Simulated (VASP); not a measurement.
Wanted: the native input for a VASP 6.6.1 run.

- Task: single point
- Functional: PBEsol
- Potentials or basis: VASP PAW PBE potentials, release 64 (Al)
- Cutoff: 520 eV
- k mesh: 14 × 14 × 14
- Occupations: fermi-dirac, width 0.05 eV
- Spin: no spin polarisation
- Dipole correction: no
- Further INCAR settings: ALGO = Normal; EDIFF = 1e-06; NBANDS = 8

The structure of Al lies in POSCAR:

```
Al
1.0
    0.0000000000      2.0373842317      2.0373842317
    2.0373842317      0.0000000000      2.0373842317
    2.0373842317      2.0373842317      0.0000000000
Al
1
Direct
    0.0000000000      0.0000000000      0.0000000000
```

This cell differs from its parent crystal: volume scaled by 1.02.

These files were run (other wordings do the same):

INCAR

```
SYSTEM = Al
PREC = Accurate
ENCUT = 520
EDIFF = 1E-6
ISMEAR = -1
SIGMA = 0.05
LREAL = .FALSE.
LASPH = .TRUE.
NELM = 60
ALGO = Normal
ISIF = 2
LWAVE = .FALSE.
LCHARG = .TRUE.
GGA = PS
LELF = .TRUE.
LVHAR = .TRUE.
NBANDS = 8
```

KPOINTS

```
Automatic mesh
0
G
  14 14 14
  0 0 0
```

Potentials or basis: VASP PAW PBE potentials, release 64 (Al).

Launch:

```bash
$ cat potpaw_PBE.64/Al/POTCAR > POTCAR
$ mpirun -np 1 vasp_std > vasp.out
```

It gave:

```json
{
 "Pressure": "-3.4 GPa"
}
```

Caveat: the PAW data sets were made with another functional, which shifts forces and pressure a little.

Run time: 20 s on 1 thread of Intel Xeon 8259CL, with other jobs on the host, peak memory 0.11 GiB.
